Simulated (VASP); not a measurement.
Here is a VASP 6.6.1 calculation.

The input INCAR:

```
ALGO = Normal
EDIFF = 1E-7
ENCUT = 520
ISIF = 2
ISMEAR = -1
LASPH = True
LCHARG = False
LREAL = False
LWAVE = False
NBANDS = 8
NELM = 80
PREC = Accurate
SIGMA = 0.08
```

KPOINTS

```
k-points
0
Gamma
  16 16 16
```

File POSCAR:

```
Al
1.0
    0.0000000000      1.7513361225      1.7513361225
    1.7513361225      0.0000000000      1.7513361225
    1.7513361225      1.7513361225      0.0000000000
Al
1
Direct
    0.0000000000      0.0000000000      0.0000000000
```

Potentials or basis: VASP PAW LDA potentials, release 64 (Al).

Run with:

```console
$ cat potpaw_LDA.64/Al/POTCAR > POTCAR
$ mpirun -np 1 vasp_std > vasp.out
```

Q: What does it give for the pressure?

A: 76.3 GPa.
